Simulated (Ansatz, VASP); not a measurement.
MnO: VASP beside Ansatz

The input INCAR:

```
SYSTEM = MnO
PREC = Accurate
ENCUT = 520
EDIFF = 1E-6
ISMEAR = -1
SIGMA = 0.3
LREAL = .False.
LASPH = .True.
NELM = 150
ALGO = Normal
ISIF = 2
LWAVE = .False.
LCHARG = .False.
ISPIN = 2
MAGMOM = 4 0
LORBIT = 11
LMAXMIX = 4
GGA = CA
NBANDS = 20
```

Contents of KPOINTS:

```
Automatic mesh
0
Gamma
  10 10 10
  0 0 0
```

File POSCAR:

```
MnO
1.0
    0.0000000000      2.1462829020      2.1462829020
    2.1462829020      0.0000000000      2.1462829020
    2.1462829020      2.1462829020      0.0000000000
Mn O
1 1
Direct
    0.0000000000      0.0000000000      0.0000000000
    0.5000000000      0.5000000000      0.5000000000
```

Input for Ansatz:

```yaml
crystal:
  lattice:
    - [0.0, 2.146282901978315, 2.146282901978315]
    - [2.146282901978315, 0.0, 2.146282901978315]
    - [2.146282901978315, 2.146282901978315, 0.0]
  atoms:
    - { symbol: Mn, position: [0.0, 0.0, 0.0], spin: 4.0 }
    - { symbol: O, position: [0.5, 0.5, 0.5] }
basis:
  ecutwfc: 500.0
kpoints:
  mp_grid:
    grid: [10, 10, 10]
hamiltonian:
  xc: lda
magnetization:
  spin_polarized: true
scf:
  n_extra_bands: 4
  mixing:
    algorithm: anderson
    preconditioner: resta
  occupations:
    method: fermi_dirac
    width: 0.3
```

Alike in both runs: task single point; functional LDA; k mesh 10 × 10 × 10; occupations fermi-dirac, width 0.3 eV; collinear spin.

|  | VASP | Ansatz |
| --- | --- | --- |
| version | VASP 6.6.1 | Ansatz 0.2.0 |
| potentials or method | VASP PAW LDA potentials, release 64 (Mn_pv, O), cutoff 520 eV | plane waves, PAW |
| valence electrons in the cell | 19 | 21 |

Ansatz gave:

```
net moment per atom (μB)                                      : 2.02
size of the moment on the site where the two differ most (μB) : 3.44
```

Task: Which values does VASP return?

Result: net moment per atom (μB): 1.97; size of the moment on the site where the two differ most (μB): 3.63.

LDA's correlation is that of Perdew and Zunger in VASP and of Perdew and Wang (1992) in Ansatz. Site moments also hang on the region over which each program counts them. VASP's potentials hold 19 valence electrons a cell and Ansatz's 21, so a difference there can come from the potentials and not from the codes. Ansatz's warnings: moment headroom below auto, stability check not made.
